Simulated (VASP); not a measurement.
**Te: relaxation of cell and atoms with PBEsol**

Crystal: Te.

```xyz
1
Lattice="3.1857 0.0000 0.0000 -1.5928 2.7589 0.0000 0.0000 0.0000 2.9982" Properties=species:S:1:pos:R:3 pbc="T T T"
Te    0.0000    0.0000    0.0000
```

This isn't the form of Te at room conditions, which is trigonal, of chains.

```json
{"Program": "VASP 6.6.1", "Task": "relaxation of cell and atoms", "Functional": "PBEsol", "Potentials or basis": "VASP PAW PBE potentials, release 64 (Te)", "Cutoff": "600 eV", "k mesh": "14 × 14 × 13", "Occupations": "fermi-dirac, width 0.1 eV", "Spin": "no spin polarisation", "Target pressure": "8.9 GPa", "Dipole correction": "no", "Further INCAR settings": "ALGO = Normal; EDIFF = 1e-06; IBRION = 2; EDIFFG = -0.005; NSW = 32; ISIF = 3"}
```

```json
{"Relaxed volume": "26.38 Å³/atom", "Relaxed cell": "a = 3.187 Å, b = 3.187 Å, c = 3.000 Å, α = 90.00°, β = 90.00°, γ = 120.00°", "Space group after relaxing (to 0.1 Å)": "P6/mmm (No. 191)", "Energy change on relaxing (the run minimises the enthalpy)": "-1.5 meV/atom", "Ionic steps": "3", "Pressure after relaxing": "8.9 GPa", "Band gap on the k mesh": "zero (bands 3 and 4 overlap by 7.72 eV)"}
```

The path:
| step | energy change (eV) | largest force (eV/Å) | pressure (GPa) | volume (Å³) |
| --- | --- | --- | --- | --- |
| 1 | 0.0000 | 0.0000 | 9.00 | 26.35 |
| 2 | -0.0035 | 0.0000 | 8.76 | 26.41 |
| 3 | -0.0015 | 0.0000 | 8.89 | 26.38 |

Final structure:
```
CELL_PARAMETERS angstrom
3.18655 0.00000 0.00000
-1.59327 2.75963 0.00000
0.00000 0.00000 2.99961
ATOMIC_POSITIONS crystal
Te 0.00000 0.00000 0.00000
```

Levels at points of the mesh, in eV from the Fermi level:
```tsv
k point	band 1	band 2	band 3	band 4	band 5	band 6
(0.00, 0.00, 0.00)	-15.01	1.65	2.69	2.69	6.10	8.74
(0.50, 0.00, 0.00)	-11.91	-7.12	-0.19	4.16	4.61	10.27
```

It took 18 s on 1 thread of Intel(R) Xeon(R) 6975P-C (Granite Rapids) (shared host), peak memory 0.18 GiB.

Caveat: the cell is relaxed towards a set pressure, so the run minimises the enthalpy, not the energy; the PAW data sets were made with another functional, which shifts forces and pressure a little; spin-orbit coupling is left out, which moves the levels of the heavy elements.
